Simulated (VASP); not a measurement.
# Ge3H in VASP: single point with PBEsol

Aim: the single point of Ge3H with PBEsol.

Everything below comes from runs of VASP 6.6.1. Logs are shortened: lines on timing, memory, paths and dates and some standing lists are left out, and cuts for length are marked.

## (1) The cell of the first run

The cell holds a wire or tube with vacuum around it, 16 atoms: a = 21.500 Å, b = 10.000 Å, c = 6.908 Å, α = 90.00°, β = 90.00°, γ = 90.00°.

## (2) Single point, PBEsol

Contents of INCAR:

```
SYSTEM = Ge3H
PREC = Accurate ; ENCUT = 520
EDIFF = 1E-7 ; ISMEAR = 0
SIGMA = 0.05 ; LREAL = Auto
LASPH = .True. ; NELM = 80
ALGO = Normal ; ISIF = 2
LWAVE = .False. ; LCHARG = .True.
GGA = PS ; LELF = .True.
LVHAR = .True. ; NBANDS = 100
```

Contents of KPOINTS:

```
regular mesh
0
Gamma
  1 1 8
  0 0 0
```

Contents of POSCAR:

```
Ge3H
1.0
   21.5000000000      0.0000000000      0.0000000000
    0.0000000000     10.0000000000      0.0000000000
    0.0000000000      0.0000000000      6.9080434641
Ge H
12 4
Direct
    0.6391288635      0.4671245608      0.3333333333
    0.7318814392      0.4671245608      0.8333333333
    0.4536237122      0.4671245608      0.3333333333
    0.5463762878      0.4671245608      0.8333333333
    0.2681185608      0.4671245608      0.3333333333
    0.3608711365      0.4671245608      0.8333333333
    0.7318814392      0.5328754392      0.1666666667
    0.5463762878      0.5328754392      0.1666666667
    0.6391288635      0.5328754392      0.6666666667
    0.3608711365      0.5328754392      0.1666666667
    0.4536237122      0.5328754392      0.6666666667
    0.2681185608      0.5328754392      0.6666666667
    0.7915290326      0.5094078250      0.7261528533
    0.2084709674      0.5094078250      0.2261528533
    0.7915290326      0.4905921750      0.2738471467
    0.2084709674      0.4905921750      0.7738471467
```

Potentials or basis: VASP PAW PBE potentials, release 64 (Ge_d, H).

The run is started by

```console
$ cat potpaw_PBE.64/Ge_d/POTCAR potpaw_PBE.64/H/POTCAR > POTCAR
$ mpirun -np 1 vasp_std > vasp.out
```

OUTCAR:

```text
SYSTEM = Ge3H
   PREC = Accurate
   ENCUT = 520
   EDIFF = 1E-7
   ISMEAR = 0
   LREAL = Auto
   LASPH = .True.
   NELM = 80
   ISIF = 2
   GGA = PS

 ion  position               nearest neighbor table
   1  0.639  0.467  0.333-   8 2.39   7 2.39   9 2.39
   2  0.732  0.467  0.833-  13 1.54   9 2.39   7 2.39
   3  0.454  0.467  0.333-   8 2.39  10 2.39  11 2.39
   4  0.546  0.467  0.833-  11 2.39   9 2.39   8 2.39
   5  0.268  0.467  0.333-  14 1.54  10 2.39  12 2.39
   6  0.361  0.467  0.833-  11 2.39  12 2.39  10 2.39
   7  0.732  0.533  0.167-  15 1.54   1 2.39   2 2.39
   8  0.546  0.533  0.167-   3 2.39   1 2.39   4 2.39
   9  0.639  0.533  0.667-   4 2.39   2 2.39   1 2.39
  10  0.361  0.533  0.167-   3 2.39   5 2.39   6 2.39
  11  0.454  0.533  0.667-   4 2.39   6 2.39   3 2.39
  12  0.268  0.533  0.667-  16 1.54   6 2.39   5 2.39
  13  0.792  0.509  0.726-   2 1.54
  14  0.208  0.509  0.226-   5 1.54
  15  0.792  0.491  0.274-   7 1.54
  16  0.208  0.491  0.774-  12 1.54

  LATTYP: Found a simple orthorhombic cell.
 ALAT       =     6.9080434641
 B/A-ratio  =     1.4475878810
 C/A-ratio  =     3.1123139441

  Lattice vectors:

 A1 = (   0.0000000000,   0.0000000000,  -6.9080434641)
 A2 = (   0.0000000000,  10.0000000000,   0.0000000000)
 A3 = (  21.5000000000,   0.0000000000,   0.0000000000)

Analysis of symmetry for initial positions (statically):
=====================================================================
 Subroutine PRICEL returns:
 Original cell was already a primitive cell.

 Routine SETGRP: Setting up the symmetry group for a
 simple orthorhombic supercell.

 Subroutine GETGRP returns: Found  4 space group operations
 (whereof  2 operations were pure point group operations)
 out of a pool of  8 trial point group operations.

The static configuration has the point symmetry C_2 .
 The point group associated with its full space group is C_2h.

Analysis of symmetry for dynamics (positions and initial velocities):
=====================================================================
 Subroutine PRICEL returns:
 Original cell was already a primitive cell.

 Routine SETGRP: Setting up the symmetry group for a
 simple orthorhombic supercell.

 Subroutine GETGRP returns: Found  4 space group operations
 (whereof  2 operations were pure point group operations)
 out of a pool of  8 trial point group operations.

The dynamic configuration has the point symmetry C_2 .
 The point group associated with its full space group is C_2h.

 Subroutine INISYM returns: Found  4 space group operations
 (whereof  2 operations are pure point group operations),
 and found     1 'primitive' translations

----------------------------------------------------------------------------------------

                                     Primitive cell

  volume of cell :    1485.2293

  direct lattice vectors                    reciprocal lattice vectors
    21.500000000  0.000000000  0.000000000     0.046511628  0.000000000  0.000000000
     0.000000000 10.000000000  0.000000000     0.000000000  0.100000000  0.000000000
     0.000000000  0.000000000  6.908043464     0.000000000  0.000000000  0.144758788

  length of vectors
    21.500000000 10.000000000  6.908043464     0.046511628  0.100000000  0.144758788

  position of ions in fractional coordinates (direct lattice)
     0.639128863  0.467124561  0.333333333
     0.731881439  0.467124561  0.833333333
     0.453623712  0.467124561  0.333333333
     0.546376288  0.467124561  0.833333333
     0.268118561  0.467124561  0.333333333
     0.360871137  0.467124561  0.833333333
[... 8 lines left out ...]
     0.791529033  0.490592175  0.273847147
     0.208470967  0.490592175  0.773847147

  ion indices of the primitive-cell ions
   primitive index   ion index
                 1           1
                 2           2
                 3           3
                 4           4
                 5           5
                 6           6
[... 8 lines left out ...]
                15          15
                16          16

----------------------------------------------------------------------------------------

 KPOINTS: regular mesh

Automatic generation of k-mesh.
 Grid dimensions read from file:
 generate k-points for:    1    1    8

 Generating k-lattice:

  Cartesian coordinates                     Fractional coordinates (reciprocal lattice)
     0.046511628  0.000000000  0.000000000     1.000000000  0.000000000  0.000000000
     0.000000000  0.100000000  0.000000000     0.000000000  1.000000000  0.000000000
     0.000000000  0.000000000  0.018094849     0.000000000  0.000000000  0.125000000

  Length of vectors
     0.046511628  0.100000000  0.018094849

  Shift w.r.t. Gamma in fractional coordinates (k-lattice)
     0.000000000  0.000000000  0.000000000

 Subroutine IBZKPT returns following result:
 ===========================================

 Found      5 irreducible k-points:

 Following reciprocal coordinates:
            Coordinates               Weight
  0.000000  0.000000  0.000000      1.000000
  0.000000  0.000000  0.125000      2.000000
  0.000000  0.000000  0.250000      2.000000
  0.000000  0.000000  0.375000      2.000000
  0.000000  0.000000  0.500000      1.000000
   k-points           NKPTS =      5   k-points in BZ     NKDIM =      5   number of bands    NBANDS=    100
   number of dos      NEDOS =    301   number of ions     NIONS =     16
   total plane-waves  NPLWV = 691200
   dimension x,y,z NGX =   160 NGY =   80 NGZ =   54
   dimension x,y,z NGXF=   320 NGYF=  160 NGZF=  108
   ions per type =              12   4
   NGX,Y,Z   is equivalent  to a cutoff of  12.37, 13.30, 13.00 a.u.
   NGXF,Y,Z  is equivalent  to a cutoff of  24.74, 26.60, 25.99 a.u.
 SYSTEM =  Ge3H
   PREC   = accura    normal or accurate (medium, high low for compatibility)
   ISTART =      0    job   : 0-new  1-cont  2-samecut
   ICHARG =      2    charge: 1-file 2-atom 10-const
   ISPIN  =      1    spin polarized calculation?
   LNONCOLLINEAR =      F non collinear calculations
   LSORBIT =      F    spin-orbit coupling
   LASPH  =      T    aspherical Exc in radial PAW
   ENCUT  =  520.0 eV  38.22 Ry    6.18 a.u.  39.98 18.59 12.84*2*pi/ulx,y,z
   NELM   =     80;   NELMIN=  2; NELMDL= -5     # of ELM steps
   EDIFF  = 0.1E-06   stopping-criterion for ELM
   LREAL  =      T    real-space projection
   EDIFFG = 0.1E-05   stopping-criterion for IOM
   NSW    =      0    number of steps for IOM
   IBRION =     -1    ionic relax: 0-MD 1-quasi-New 2-CG
   NFREE  =      0    steps in history (QN), initial steepest desc. (CG)
   ISIF   =      2    stress and relaxation
   ISYM   =      2    0-nonsym 1-usesym 2-fastsym
   POTIM  = 0.5000    time-step for ionic-motion
   TEBEG  =    0.0;   TEEND  =   0.0 temperature during run
   PSTRESS=    0.0 pullay stress
   NELECT =     172.0000    total number of electrons
   NUPDOWN=      -1.0000    fix difference up-down
   EMIN   =  10.00;   EMAX   =-10.00  energy-range for DOS
   EFERMI =   0.00;   METHOD = LEGACY
   ISMEAR =     0;   SIGMA  =   0.05  broadening in eV -4-tet -1-fermi 0-gaus
   EFERMI_NEDOS =   21; number of points for ismear=-14 and -15
   IALGO  =     38    algorithm
   IMIX   =      4    mixing-type and parameters
     AMIX     =   0.40;   BMIX     =  1.00
     AMIX_MAG =   1.60;   BMIX_MAG =  1.00
  volume/ion in A,a.u.               =      92.83       626.43
  Fermi-wavevector in a.u.,A,eV,Ry     =   0.797970  1.507944  8.663589  0.636756
  Thomas-Fermi vector in A             =   1.904790
   LORBIT       =      0    0 simple, 1 ext, 2 COOP (PROOUT), +10 PAW based schemes
   GGA     = PS    functional components
   LHFCALC =     F    Hartree Fock is set to
   AEXX    =    0.0000 exact exchange contribution
   IVDW    =     0    specifies the selected vdW correction
   LEPSILON=     F    determine dielectric tensor
   LRPA    =     F    only Hartree local field effects (RPA)
 non-spin polarized calculation
 Gauss-broadening in eV      SIGMA  =   0.05
  energy-cutoff  :      520.00
  volume of cell :     1485.23
 maximum number of plane-waves:     40034
 NGX is ok and might be reduce to   160
   NGX = 79   NGY = 37   NGZ = 25

 number of electron     172.0000010 magnetization

 Free energy of the ion-electron system (eV)
  ---------------------------------------------------
  ext. energy  EPLUGINS =         0.00000000
  ---------------------------------------------------
  free energy    TOTEN  =       -63.74892544 eV

  energy without entropy =      -63.74892544  energy(sigma->0) =      -63.74892544

 E-fermi :  -2.7815     XC(G=0):  -2.9656

 val. band max:       -2.9974597888   @ k =   0.0000   0.0000   0.0000
 cond. band min:      -2.5638845357   @ k =   0.0000   0.0000   0.0000
 fundamental gap:      0.4335752531
 Fermi energy:        -2.7815097340

 k-point     1 :       0.0000    0.0000    0.0000
  band No.  band energies     occupation
      1     -27.3130      2.00000
      2     -27.3096      2.00000
      3     -27.2938      2.00000
      4     -27.2804      2.00000
      5     -27.2782      2.00000
      6     -27.2764      2.00000
[... 90 lines left out ...]
     97       0.9294      0.00000
     98       0.9377      0.00000

 k-point     2 :       0.0000    0.0000    0.1250
  band No.  band energies     occupation
      1     -27.3112      2.00000
      2     -27.3080      2.00000
      3     -27.2928      2.00000
      4     -27.2816      2.00000
      5     -27.2776      2.00000
      6     -27.2771      2.00000
[... 90 lines left out ...]
     97       0.8821      0.00000
     98       1.1423      0.00000

 k-point     3 :       0.0000    0.0000    0.2500
  band No.  band energies     occupation
      1     -27.3064      2.00000
      2     -27.3037      2.00000
      3     -27.2902      2.00000
      4     -27.2831      2.00000
      5     -27.2794      2.00000
      6     -27.2774      2.00000
[... 90 lines left out ...]
     97       0.6336      0.00000
     98       0.7126      0.00000

 k-point     4 :       0.0000    0.0000    0.3750
  band No.  band energies     occupation
      1     -27.2998      2.00000
      2     -27.2979      2.00000
      3     -27.2881      2.00000
      4     -27.2854      2.00000
      5     -27.2804      2.00000
      6     -27.2798      2.00000
[... 90 lines left out ...]
     97      -0.0388      0.00000
     98       0.5027      0.00000

 k-point     5 :       0.0000    0.0000    0.5000
  band No.  band energies     occupation
      1     -27.2943      2.00000
      2     -27.2943      2.00000
      3     -27.2892      2.00000
      4     -27.2892      2.00000
      5     -27.2798      2.00000
      6     -27.2798      2.00000
[... 90 lines left out ...]
     97       0.1115      0.00000
     98       0.1115      0.00000
 [bands above 98 left out]

------------------------ aborting loop because EDIFF is reached ----------------------------------------

  FORCE on cell =-STRESS in cart. coord.  units (eV):
  Direction    XX          YY          ZZ          XY          YZ          ZX
  --------------------------------------------------------------------------------------
  -------------------------------------------------------------------------------------
  Total       -1.9558373     -0.1332291     -2.2438632      0.0000000     -0.5467254      0.0000000
  in kB       -2.1098413     -0.1437196     -2.4205465      0.0000000     -0.5897749      0.0000000
  external PRESSURE =      -1.5580358 kB  Pullay stress =       0.0000000 kB

 VOLUME and BASIS-vectors are now :
 -----------------------------------------------------------------------------
  energy-cutoff  :      520.00
  volume of cell :     1485.23
      direct lattice vectors                 reciprocal lattice vectors
    21.500000000  0.000000000  0.000000000     0.046511628  0.000000000  0.000000000
     0.000000000 10.000000000  0.000000000     0.000000000  0.100000000  0.000000000
     0.000000000  0.000000000  6.908043464     0.000000000  0.000000000  0.144758788

 POSITION                                       TOTAL-FORCE (eV/Angst)
 -----------------------------------------------------------------------------------
     13.74127      4.67125      2.30268         0.128061      0.006715     -0.209304
     15.73545      4.67125      5.75670        -0.428614      0.103939      0.574704
      9.75291      4.67125      2.30268        -0.124976     -0.015807      0.009752
     11.74709      4.67125      5.75670         0.124976     -0.015807      0.009752
      5.76455      4.67125      2.30268         0.428614      0.103939      0.574704
      7.75873      4.67125      5.75670        -0.128061      0.006715     -0.209304
[... 8 lines left out ...]
     17.01787      4.90592      1.89175         0.188558     -0.063909      0.135345
      4.48213      4.90592      5.34577        -0.188558     -0.063909      0.135345
 -----------------------------------------------------------------------------------
    total drift:                               -0.000000      0.000000     -0.000000

  FREE ENERGIE OF THE ION-ELECTRON SYSTEM (eV)
  ---------------------------------------------------
  free  energy   TOTEN  =       -63.7489254448 eV

  energy  without entropy=      -63.7489254448  energy(sigma->0) =      -63.74892544
```

It took 40 min on 1 thread of Oxide Virtual Turin-like, shared host; peak memory 1.5 GiB.

What came out:

* Free energy: -63.7489 eV
* Largest force: 0.724 eV/Å
* Band gap on the k mesh: 0.43 eV

Forces on the atoms (eV/Å):
```
Ge   0.128  0.007 -0.209
Ge  -0.429  0.104  0.575
Ge  -0.125 -0.016  0.010
Ge   0.125 -0.016  0.010
Ge   0.429  0.104  0.575
Ge  -0.128  0.007 -0.209
Ge  -0.429 -0.104 -0.575
Ge   0.125  0.016 -0.010
Ge   0.128 -0.007  0.209
Ge  -0.128 -0.007  0.209
Ge  -0.125  0.016 -0.010
Ge   0.429 -0.104 -0.575
H    0.189  0.064 -0.135
H   -0.189  0.064 -0.135
H    0.189 -0.064  0.135
H   -0.189 -0.064  0.135
```

Caveat: the PAW data sets were made with another functional, which shifts forces and pressure a little.
